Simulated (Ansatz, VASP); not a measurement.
## Two plane-wave programs on La

```
La
1.0
     3.79497    0.00000    0.00000
    -1.89748    3.28654    0.00000
     0.00000    0.00000   12.23953
La
4
Direct
  0.66667 0.33333 0.25000
  0.33333 0.66667 0.75000
  0.00000 0.00000 0.50000
  0.00000 0.00000 0.00000
```

Alike in both runs: task single point; functional PBE; k mesh 8 × 8 × 3; occupations fermi-dirac, width 0.05 eV; no spin polarisation.

```csv
,VASP,Ansatz
version,VASP 6.6.1,Ansatz 0.2.0
potentials or method,"VASP PAW PBE potentials, release 64 (La)",Ansatz PAW
plane-wave cutoff (eV),520,420
valence electrons in the cell,44,44
```

Ansatz gave:

| Property | Result |
| --- | --- |
| gap on the k mesh at the Fermi level (eV) | none |
| pressure (GPa) | -0.7 |

Problem. What did VASP give for the same quantities?

Solution. gap on the k mesh at the Fermi level (eV): none; pressure (GPa): -0.6.

A gap of «none» marks a metal or a gap that the smearing closes.

Spin-orbit coupling is off throughout.
